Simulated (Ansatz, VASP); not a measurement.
# C in VASP and in Ansatz

Contents of INCAR:

```
PREC = Accurate ; ENCUT = 520
EDIFF = 1E-6 ; ISMEAR = 0
SIGMA = 0.1 ; LREAL = Auto
LASPH = T ; NELM = 80
ALGO = Normal ; ISIF = 2
LWAVE = F ; LCHARG = F
GGA = PE ; NBANDS = 46
```

KPOINTS

```
Automatic mesh
0
Gamma
  1 1 1
```

Contents of POSCAR:

```
C
1.0
    2.4665162724     -4.2721315015      0.0000000000
   -2.4665162724     -4.2721315015      0.0000000000
    0.0000000000     -2.8480876677     -8.5756693636
C
16
Direct
    0.4175619805      0.4175619805      0.2473140586
    0.9175619805      0.4175619805      0.2473140586
    0.4175619805      0.9175619805      0.2473140586
    0.9175619805      0.9175619805      0.2473140586
    0.7508919038      0.7508919038      0.2473242886
    0.2508919038      0.7508919038      0.2473242886
    0.7508919038      0.2508919038      0.2473242886
    0.2508919038      0.2508919038      0.2473242886
    0.2491080962      0.2491080962      0.7526757114
    0.7491080962      0.2491080962      0.7526757114
    0.2491080962      0.7491080962      0.7526757114
    0.7491080962      0.7491080962      0.7526757114
    0.5824380195      0.5824380195      0.7526859414
    0.0824380195      0.5824380195      0.7526859414
    0.5824380195      0.0824380195      0.7526859414
    0.0824380195      0.0824380195      0.7526859414
```

Input for Ansatz:

```yaml
crystal:
  lattice:
    - [2.4665162724, -4.2721315015, 0.0]
    - [-2.4665162724, -4.2721315015, 0.0]
    - [0.0, -2.8480876677, -8.5756693636]
  atoms:
    - { symbol: C, position: [0.4175619805, 0.4175619805, 0.2473140586] }
    - { symbol: C, position: [0.9175619805, 0.4175619805, 0.2473140586] }
    - { symbol: C, position: [0.4175619805, 0.9175619805, 0.2473140586] }
    - { symbol: C, position: [0.9175619805, 0.9175619805, 0.2473140586] }
    - { symbol: C, position: [0.7508919038, 0.7508919038, 0.2473242886] }
    - { symbol: C, position: [0.2508919038, 0.7508919038, 0.2473242886] }
    - { symbol: C, position: [0.7508919038, 0.2508919038, 0.2473242886] }
    - { symbol: C, position: [0.2508919038, 0.2508919038, 0.2473242886] }
    - { symbol: C, position: [0.2491080962, 0.2491080962, 0.7526757114] }
    - { symbol: C, position: [0.7491080962, 0.2491080962, 0.7526757114] }
    - { symbol: C, position: [0.2491080962, 0.7491080962, 0.7526757114] }
    - { symbol: C, position: [0.7491080962, 0.7491080962, 0.7526757114] }
    - { symbol: C, position: [0.5824380195, 0.5824380195, 0.7526859414] }
    - { symbol: C, position: [0.0824380195, 0.5824380195, 0.7526859414] }
    - { symbol: C, position: [0.5824380195, 0.0824380195, 0.7526859414] }
    - { symbol: C, position: [0.0824380195, 0.0824380195, 0.7526859414] }
basis:
  ecutwfc: 420
  xc_grid: 2
kpoints:
  mp_grid: { grid: [1, 1, 1], shift: [0.0, 0.0, 0.0] }
hamiltonian:
  xc: pbe
scf:
  occupations: { method: gaussian, width: 0.1 }
output:
  forces: true
  stress: true
  eigenvalues: true
```

Alike in both runs: task single point; functional PBE; k mesh 1 × 1 × 1; occupations gaussian, width 0.1 eV; no spin polarisation.

|  | VASP | Ansatz |
| --- | --- | --- |
| version | VASP 6.6.1 | Ansatz 0.2.0 |
| potentials or method | VASP PAW PBE potentials, release 64 (C), cutoff 520 eV | scalar-relativistic, plane waves, PAW |
| valence electrons in the cell | 64 | 64 |

Ansatz gave:

- gap on the k mesh at the Fermi level (eV): 3.96
- least direct gap on the mesh (eV): 3.96
- pressure (GPa): 10.4
- traceless stress, the component that is largest in VASP (GPa): -10.45
- rms of the force components (eV/Å): 0.004

Task: Which values does VASP return?

Result: gap on the k mesh at the Fermi level (eV): 3.95; least direct gap on the mesh (eV): 3.95; pressure (GPa): 11.0; traceless stress, the component that is largest in VASP (GPa): -11.03; rms of the force components (eV/Å): 0.004.

Atom by atom the forces differ by 0.001 eV/Å (rms over components). With one functional, cell and mesh, what is left measures potentials, basis and numerics.

The k mesh is coarse, so the values compare programs but aren't converged.
